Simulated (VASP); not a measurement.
# TiAl (Pmmm) in VASP: a series of runs

TiAl is run at these levels: LDA; tasks: single point.

Program: VASP 6.6.1. These are calculated values, not measurements. Logs are shortened: lines on timing, memory, paths and dates and some standing lists are left out, and cuts for length are marked.

### 1 The cell of the first run

Symmetry: Pmmm, No. 47, orthorhombic system. Conventional cell: a = 2.866 Å, b = 3.124 Å, c = 3.382 Å, α = 90.00°, β = 90.00°, γ = 90.00°. Ti (site symmetry mmm) has 8 Al at 2.71 Å and 6 Ti at 2.87 to 3.38 Å within 3.6 Å. Al (site symmetry mmm) has 8 Ti at 2.71 Å and 6 Al at 2.87 to 3.38 Å within 3.6 Å.

### 2 Single point, LDA (normal strain along x -0.0825, normal strain along y +0.0825)

File INCAR:

```
ALGO = Fast ; EDIFF = 1E-6
ENCUT = 520 ; GGA = CA
ISIF = 2 ; ISMEAR = 0
LASPH = True ; LCHARG = False
LREAL = False ; LWAVE = False
NBANDS = 14 ; NELM = 60
PREC = Accurate ; SIGMA = 0.15
```

File KPOINTS:

```
k-points
0
Gamma
  14 14 14
```

File POSCAR:

```
TiAl
1.0
    2.8663491144      0.0000000000      0.0000000000
    0.0000000000      3.3818233420      0.0000000000
    0.0000000000      0.0000000000      3.1240862282
Ti Al
1 1
Direct
    0.0000000000      0.0000000000      0.0000000000
    0.5000000000      0.5000000000      0.5000000000
```

Potentials or basis: VASP PAW LDA potentials, release 64 (Ti_sv, Al).

The run is started by

```console
> cat potpaw_LDA.64/Ti_sv/POTCAR potpaw_LDA.64/Al/POTCAR > POTCAR
> mpirun -np 1 vasp_std > vasp.out
```

OUTCAR:

```text
EDIFF = 1E-6
   ENCUT = 520
   GGA = CA
   ISIF = 2
   ISMEAR = 0
   LASPH = True
   LREAL = False
   NELM = 60
   PREC = Accurate

 ion  position               nearest neighbor table
   1  0.000  0.000  0.000-   2 2.71   2 2.71   2 2.71   2 2.71   2 2.71   2 2.71   2 2.71   2 2.71

   2  0.500  0.500  0.500-   1 2.71   1 2.71   1 2.71   1 2.71   1 2.71   1 2.71   1 2.71   1 2.71

  LATTYP: Found a simple orthorhombic cell.
 ALAT       =     2.8663491144
 B/A-ratio  =     1.0899182561
 C/A-ratio  =     1.1798365122

  Lattice vectors:

 A1 = (  -2.8663491144,   0.0000000000,   0.0000000000)
 A2 = (   0.0000000000,   0.0000000000,   3.1240862282)
 A3 = (   0.0000000000,   3.3818233420,   0.0000000000)

Analysis of symmetry for initial positions (statically):
=====================================================================
 Subroutine PRICEL returns:
 Original cell was already a primitive cell.

 Routine SETGRP: Setting up the symmetry group for a
 simple orthorhombic supercell.

 Subroutine GETGRP returns: Found  8 space group operations
 (whereof  8 operations were pure point group operations)
 out of a pool of  8 trial point group operations.

The static configuration has the point symmetry D_2h.

Analysis of symmetry for dynamics (positions and initial velocities):
=====================================================================
 Subroutine PRICEL returns:
 Original cell was already a primitive cell.

 Routine SETGRP: Setting up the symmetry group for a
 simple orthorhombic supercell.

 Subroutine GETGRP returns: Found  8 space group operations
 (whereof  8 operations were pure point group operations)
 out of a pool of  8 trial point group operations.

The dynamic configuration has the point symmetry D_2h.

 Subroutine INISYM returns: Found  8 space group operations
 (whereof  8 operations are pure point group operations),
 and found     1 'primitive' translations

----------------------------------------------------------------------------------------

                                     Primitive cell

  volume of cell :      30.2833

  direct lattice vectors                    reciprocal lattice vectors
     2.866349114  0.000000000  0.000000000     0.348875856  0.000000000  0.000000000
     0.000000000  3.381823342  0.000000000     0.000000000  0.295698474  0.000000000
     0.000000000  0.000000000  3.124086228     0.000000000  0.000000000  0.320093598

  length of vectors
     2.866349114  3.381823342  3.124086228     0.348875856  0.295698474  0.320093598

  position of ions in fractional coordinates (direct lattice)
     0.000000000  0.000000000  0.000000000
     0.500000000  0.500000000  0.500000000

[... 86 lines left out ...]
   PSTRESS=    0.0 pullay stress
   NELECT =      15.0000    total number of electrons
   NUPDOWN=      -1.0000    fix difference up-down
   EMIN   =  10.00;   EMAX   =-10.00  energy-range for DOS
   EFERMI =   0.00;   METHOD = LEGACY
   ISMEAR =     0;   SIGMA  =   0.15  broadening in eV -4-tet -1-fermi 0-gaus
   EFERMI_NEDOS =   21; number of points for ismear=-14 and -15
   IALGO  =     68    algorithm
   IMIX   =      4    mixing-type and parameters
     AMIX     =   0.40;   BMIX     =  1.00
     AMIX_MAG =   1.60;   BMIX_MAG =  1.00
  volume/ion in A,a.u.               =      15.14       102.18
  Fermi-wavevector in a.u.,A,eV,Ry     =   1.295302  2.447765 22.827941  1.677806
  Thomas-Fermi vector in A             =   2.426830
   LORBIT       =      0    0 simple, 1 ext, 2 COOP (PROOUT), +10 PAW based schemes
   GGA     = CA    functional components
   LHFCALC =     F    Hartree Fock is set to
   AEXX    =    0.0000 exact exchange contribution
   IVDW    =     0    specifies the selected vdW correction
   LEPSILON=     F    determine dielectric tensor
   LRPA    =     F    only Hartree local field effects (RPA)
 non-spin polarized calculation
 RMM-DIIS sequential band-by-band and
 Gauss-broadening in eV      SIGMA  =   0.15
  energy-cutoff  :      520.00
  volume of cell :       30.28
 maximum number of plane-waves:       838
 NGX is ok and might be reduce to    24
   NGX = 11   NGY = 13   NGZ = 11

 number of electron      15.0000003 magnetization

 Free energy of the ion-electron system (eV)
  ---------------------------------------------------
  ext. energy  EPLUGINS =         0.00000000
  ---------------------------------------------------
  free energy    TOTEN  =       -13.37146419 eV

  energy without entropy =      -13.34413052  energy(sigma->0) =      -13.35779735

 E-fermi :   9.0498     XC(G=0): -11.5696

 val. band max:        9.0494605245   @ k =   0.1429   0.3571   0.1429
 cond. band min:       9.0500127671   @ k =   0.2857   0.4286   0.0714
 fundamental gap:      0.0005522426
 Fermi energy:         9.0497983642

 k-point     1 :       0.0000    0.0000    0.0000
  band No.  band energies     occupation
      1     -46.9110      2.00000
      2     -23.5875      2.00000
      3     -23.5065      2.00000
      4     -23.3099      2.00000
      5      -0.3147      2.00000
      6       7.3715      2.00000
      7       7.7417      2.00000
      8      10.6377      0.00000
      9      11.2343      0.00000
     10      11.5295      0.00000
     11      11.7729      0.00000
     12      13.7782      0.00000
     13      16.4669      0.00000
     14      17.8349      0.00000
[... 377 lines left out ...]
      1     -46.8563      2.00000
      2     -23.7536      2.00000
      3     -23.5561      2.00000
      4     -23.4600      2.00000
      5       4.0390      2.00000
      6       4.3825      2.00000
      7       8.2514      2.00000
      8       8.8176      1.97139
      9       9.3523      0.00435
     10      10.8395      0.00000
     11      13.1468      0.00000
     12      15.5388      0.00000
     13      16.1363      0.00000
     14      18.6499      0.00000

 [... further k-points ...]
[... 5 lines left out ...]
  --------------------------------------------------------------------------------------
  -------------------------------------------------------------------------------------
  Total        0.1643004      1.2373277     -0.5466627      0.0000000      0.0000000      0.0000000
  in kB        8.6925323     65.4624551    -28.9219123      0.0000000      0.0000000      0.0000000
  external PRESSURE =      15.0776917 kB  Pullay stress =       0.0000000 kB

 VOLUME and BASIS-vectors are now :
 -----------------------------------------------------------------------------
  energy-cutoff  :      520.00
  volume of cell :       30.28
      direct lattice vectors                 reciprocal lattice vectors
     2.866349114  0.000000000  0.000000000     0.348875856  0.000000000  0.000000000
     0.000000000  3.381823342  0.000000000     0.000000000  0.295698474  0.000000000
     0.000000000  0.000000000  3.124086228     0.000000000  0.000000000  0.320093598

 POSITION                                       TOTAL-FORCE (eV/Angst)
 -----------------------------------------------------------------------------------
      0.00000      0.00000      0.00000         0.000000      0.000000      0.000000
      1.43317      1.69091      1.56204         0.000000      0.000000      0.000000
 -----------------------------------------------------------------------------------
    total drift:                                0.000000      0.000000      0.000000

  FREE ENERGIE OF THE ION-ELECTRON SYSTEM (eV)
  ---------------------------------------------------
  free  energy   TOTEN  =       -13.3714641855 eV

  energy  without entropy=      -13.3441305195  energy(sigma->0) =      -13.35779735
```

OSZICAR:

```text
N       E                     dE             d eps       ncg     rms          rms(c)
DAV:   1     0.100551941720E+03    0.10055E+03   -0.71523E+03 14348   0.109E+03
DAV:   2    -0.935693961226E+01   -0.10991E+03   -0.10561E+03 14768   0.302E+02
DAV:   3    -0.147342034565E+02   -0.53773E+01   -0.52325E+01 21520   0.645E+01
[... 14 lines left out ...]
RMM:  18    -0.133714570208E+02   -0.54761E-05   -0.53161E-05 17659   0.291E-02    0.296E-03
RMM:  19    -0.133714599604E+02   -0.29396E-05   -0.28148E-05 16454   0.224E-02    0.130E-03
RMM:  20    -0.133714620998E+02   -0.21394E-05   -0.21126E-05 15765   0.184E-02    0.121E-03
RMM:  21    -0.133714632685E+02   -0.11687E-05   -0.11561E-05 14277   0.134E-02    0.613E-04
RMM:  22    -0.133714641855E+02   -0.91704E-06   -0.93026E-06 12606   0.111E-02
   1 F= -.13371464E+02 E0= -.13357797E+02  d E =-.273337E-01
```

Wall time 3.2 min (1 thread of Intel Xeon Platinum 8375C at 2.90GHz (Ice Lake), shared host); peak memory 0.32 GiB.

What came out:

| Property | Result |
| --- | --- |
| Free energy | -13.3715 eV |
| Pressure | 1.5 GPa |
| Band gap on the k mesh | zero (an odd number of electrons rules out a gap without spin polarisation) |

Stress tensor (GPa, compression positive):
```
 0.87  0.00  0.00
 0.00  6.55  0.00
 0.00  0.00 -2.89
```

Levels at points of the mesh, in eV from the Fermi level:
```
           k point  band 5  band 6  band 7  band 8  band 9  band 10  band 11  band 12
(0.00, 0.00, 0.00)   -9.36   -1.68   -1.31    1.59    2.18     2.48     2.72     4.73
(0.50, 0.00, 0.00)   -5.03   -4.96   -0.64   -0.27    0.24     2.01     4.33     6.70
(0.00, 0.50, 0.00)   -6.69   -5.33   -0.71    0.16    1.25     2.35     2.58     6.80
(0.50, 0.50, 0.00)   -4.94   -2.33   -1.32   -1.30    0.60     1.01     2.72     5.23
(0.00, 0.00, 0.50)   -5.98   -5.20   -0.74   -0.60    1.25     2.39     3.33     6.30
(0.50, 0.00, 0.50)   -4.51   -1.76   -1.19   -1.17    0.08     0.34     3.39     5.40
(0.00, 0.50, 0.50)   -5.57   -2.54   -2.10   -1.57    1.49     1.63     2.54     4.45
(0.50, 0.50, 0.50)   -3.10   -3.09   -3.07    1.18    2.75     2.96     3.33     3.52
```

Caveat: the cell differs from its parent crystal (normal strain along x -0.0825, normal strain along y +0.0825); the stress differs along the axes, from -3 to 7 GPa.

### 3 Single point, LDA (normal strain along x -0.0550, normal strain along y +0.0550)

File INCAR:

```
PREC = Accurate ; ENCUT = 520
EDIFF = 1E-7 ; ISMEAR = 0
SIGMA = 0.15 ; LREAL = F
LASPH = T ; NELM = 60
ALGO = Fast ; ISIF = 2
LWAVE = F ; LCHARG = T
LELF = T ; LVHAR = T
NBANDS = 14
```

File KPOINTS:

```
Automatic mesh
0
Gamma
  14 14 14
```

File POSCAR:

```
TiAl
1.0
    2.9522614856      0.0000000000      0.0000000000
    0.0000000000      3.2959109708      0.0000000000
    0.0000000000      0.0000000000      3.1240862282
Ti Al
1 1
Direct
    0.0000000000      0.0000000000      0.0000000000
    0.5000000000      0.5000000000      0.5000000000
```

Potentials or basis: VASP PAW LDA potentials, release 64 (Ti_sv, Al).

The run is started by

```console
> cat potpaw_LDA.64/Ti_sv/POTCAR potpaw_LDA.64/Al/POTCAR > POTCAR
> mpirun -np 1 vasp_std > vasp.out
```

Run time: 4.2 min. Hardware: 1 thread of Intel Xeon Platinum 8375C at 2.90GHz (Ice Lake), shared host; peak memory 0.32 GiB.

It converged, with:

* Free energy: -13.3442 eV
* Pressure: 0.8 GPa
* Band gap on the k mesh: zero (an odd number of electrons rules out a gap without spin polarisation)

Stress tensor (GPa, compression positive):
```
-0.56  0.00  0.00
 0.00  4.74  0.00
 0.00  0.00 -1.74
```

Levels at points of the mesh, in eV from the Fermi level:
| k point | band 5 | band 6 | band 7 | band 8 | band 9 | band 10 | band 11 | band 12 |
| --- | --- | --- | --- | --- | --- | --- | --- | --- |
| (0.00, 0.00, 0.00) | -9.38 | -1.63 | -1.38 | 1.67 | 2.03 | 2.25 | 3.31 | 4.71 |
| (0.50, 0.00, 0.00) | -5.39 | -5.08 | -0.41 | -0.39 | 0.20 | 2.01 | 3.95 | 6.67 |
| (0.00, 0.50, 0.00) | -6.49 | -5.32 | -0.68 | 0.14 | 0.85 | 2.39 | 2.63 | 6.77 |
| (0.50, 0.50, 0.00) | -5.04 | -2.26 | -1.58 | -1.41 | 0.63 | 0.89 | 2.84 | 5.21 |
| (0.00, 0.00, 0.50) | -6.00 | -5.23 | -0.58 | -0.47 | 0.86 | 2.24 | 3.29 | 6.50 |
| (0.50, 0.00, 0.50) | -4.73 | -1.85 | -1.48 | -1.31 | 0.26 | 0.43 | 3.24 | 5.32 |
| (0.00, 0.50, 0.50) | -5.44 | -2.39 | -2.08 | -1.56 | 1.19 | 1.30 | 2.69 | 4.61 |
| (0.50, 0.50, 0.50) | -3.16 | -3.16 | -3.15 | 1.02 | 2.82 | 2.99 | 3.25 | 3.34 |

Caveat: the cell differs from its parent crystal (normal strain along x -0.0550, normal strain along y +0.0550); the stress differs along the axes, from -2 to 5 GPa.

### 4 Single point, LDA (normal strain along x -0.0825, normal strain along y +0.1100)

File INCAR:

```
SYSTEM = TiAl
ALGO     = Fast           ! electronic algorithm
EDIFF    = 1E-7           ! SCF threshold, eV
ENCUT    = 520            ! plane-wave cutoff, eV
GGA      = CA             ! functional
ISIF     = 2              ! what is computed and relaxed
ISMEAR   = 0              ! smearing method
LASPH    = .TRUE.         ! aspherical terms in the spheres
LCHARG   = .FALSE.        ! write CHGCAR
LREAL    = .FALSE.        ! projectors in reciprocal space
LWAVE    = .FALSE.        ! write WAVECAR
NBANDS   = 14             ! bands
NELM     = 60             ! most SCF steps
PREC     = Accurate       ! precision mode
SIGMA    = 0.15           ! smearing width, eV
```

File KPOINTS:

```
k-points
0
G
  14 14 14
  0 0 0
```

File POSCAR:

```
TiAl
1.0
    2.8663491144      0.0000000000      0.0000000000
    0.0000000000      3.4677357133      0.0000000000
    0.0000000000      0.0000000000      3.1240862282
Ti Al
1 1
Direct
    0.0000000000      0.0000000000      0.0000000000
    0.5000000000      0.5000000000      0.5000000000
```

The run is started by

```console
> cat potpaw_LDA.64/Ti_sv/POTCAR potpaw_LDA.64/Al/POTCAR > POTCAR
> mpirun -np 1 vasp_std > vasp.out
```

Run time: 5.4 min. Hardware: 1 thread of Intel Xeon Platinum 8375C at 2.90GHz (Ice Lake), shared host; peak memory 0.32 GiB.

It converged, with:

* Free energy: -13.3970 eV
* Pressure: -1.6 GPa
* Band gap on the k mesh: zero (an odd number of electrons rules out a gap without spin polarisation)

Stress tensor (GPa, compression positive):
```
-2.15  0.00  0.00
 0.00  3.97  0.00
 0.00  0.00 -6.57
```

Levels at points of the mesh, in eV from the Fermi level:
| k point | band 4 | band 5 | band 6 | band 7 | band 8 | band 9 | band 10 | band 11 | band 12 | band 13 |
| --- | --- | --- | --- | --- | --- | --- | --- | --- | --- | --- |
| (0.00, 0.00, 0.00) | -32.37 | -9.23 | -1.63 | -1.21 | 1.55 | 2.16 | 2.29 | 2.52 | 4.86 | 7.55 |
| (0.50, 0.00, 0.00) | -32.53 | -4.90 | -4.84 | -0.75 | -0.21 | 0.36 | 1.98 | 4.31 | 6.64 | 7.59 |
| (0.00, 0.50, 0.00) | -32.37 | -6.76 | -5.26 | -0.69 | 0.28 | 1.34 | 2.09 | 2.60 | 6.85 | 9.44 |
| (0.50, 0.50, 0.00) | -32.53 | -4.86 | -2.38 | -1.26 | -1.23 | 0.67 | 1.11 | 2.53 | 4.99 | 5.67 |
| (0.00, 0.00, 0.50) | -32.35 | -5.85 | -5.09 | -0.87 | -0.55 | 1.34 | 2.36 | 3.34 | 6.14 | 7.42 |
| (0.50, 0.00, 0.50) | -32.60 | -4.30 | -1.64 | -1.08 | -1.05 | 0.01 | 0.28 | 3.39 | 5.20 | 6.08 |
| (0.00, 0.50, 0.50) | -32.35 | -5.51 | -2.59 | -2.03 | -1.53 | 1.54 | 1.72 | 2.35 | 4.35 | 4.75 |
| (0.50, 0.50, 0.50) | -32.67 | -2.97 | -2.97 | -2.94 | 1.10 | 2.61 | 2.89 | 3.34 | 3.50 | 3.79 |

Caveat: the cell differs from its parent crystal (normal strain along x -0.0825, normal strain along y +0.1100); the stress differs along the axes, from -7 to 4 GPa.

### 5 The runs side by side

| cell | further INCAR settings | gap on the mesh (eV) | pressure (GPa) |
| --- | --- | --- | --- |
| a = 2.866, b = 3.382, c = 3.124 Å, 2 atoms | ALGO = Fast; EDIFF = 1e-06; NBANDS = 14 | none | 1.5 |
| a = 2.952, b = 3.296, c = 3.124 Å, 2 atoms | ALGO = Fast; EDIFF = 1e-07; NBANDS = 14 | none | 0.8 |
| a = 2.866, b = 3.468, c = 3.124 Å, 2 atoms | ALGO = Fast; EDIFF = 1e-07; NBANDS = 14 | none | -1.6 |

Alike in all rows: task single point; level LDA; potentials or basis VASP PAW LDA potentials, release 64 (Ti_sv, Al); no spin polarisation; k mesh 14 × 14 × 14; cutoff (eV) 520; smearing gaussian 0.15 eV.

Caveats: the stress differs along the axes, from -3 to 7 GPa (at least some runs); the stress differs along the axes, from -2 to 5 GPa (at least some runs); the stress differs along the axes, from -7 to 4 GPa (at least some runs).

Absolute energies hang on the potentials; compare differences alone.
